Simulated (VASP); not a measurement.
Input of a VASP 6.6.1 run:

INCAR

```
SYSTEM = CsPtS
ALGO     = Normal         ! electronic algorithm
EDIFF    = 1E-6           ! SCF threshold, eV
ENCUT    = 570            ! plane-wave cutoff, eV
GGA      = PE             ! functional
GGA_COMPAT= .FALSE.      
ISIF     = 2              ! what is computed and relaxed
ISMEAR   = 0              ! smearing method
LASPH    = .TRUE.         ! aspherical terms in the spheres
LCHARG   = .TRUE.         ! write CHGCAR
LELF     = .TRUE.         ! ELF
LREAL    = .FALSE.        ! projectors in reciprocal space
LVHAR    = .TRUE.       
LWAVE    = .FALSE.        ! write WAVECAR
NBANDS   = 24             ! bands
NELM     = 120            ! most SCF steps
PREC     = Accurate       ! precision mode
SIGMA    = 0.1            ! smearing width, eV
```

File KPOINTS:

```
k-points
0
G
  6 6 4
  0 0 0
```

Contents of POSCAR:

```
CsPtS
1.0
    3.5980074138      0.0000000000      0.0000000000
    0.0000000000      3.5980074138      0.0000000000
    0.0000000000      0.0000000000      6.2674615165
Cs Pt S
1 1 1
Direct
    0.0000000000      0.0000000000      0.0000000000
    0.0000000000      0.0000000000      0.5000000000
    0.5000000000      0.5000000000      0.5000000000
```

Potentials or basis: VASP PAW PBE potentials, release 64 (Cs_sv, Pt_sv_GW, S).

Run with:

```console
$ cat potpaw_PBE.64/Cs_sv/POTCAR potpaw_PBE.64/Pt_sv_GW/POTCAR potpaw_PBE.64/S/POTCAR > POTCAR
$ mpirun -np 1 vasp_std > vasp.out
```

Problem. What does it give for the band gap on the k mesh?

Solution. Zero (an odd number of electrons rules out a gap without spin polarisation).

Problem. What does it give for the pressure?

Solution. -0.1 GPa.

Stress tensor (GPa, compression positive):
```
-0.31  0.00  0.00
 0.00 -0.31  0.00
 0.00  0.00  0.21
```

Caveat: spin-orbit coupling is left out, which moves the levels of the heavy elements.
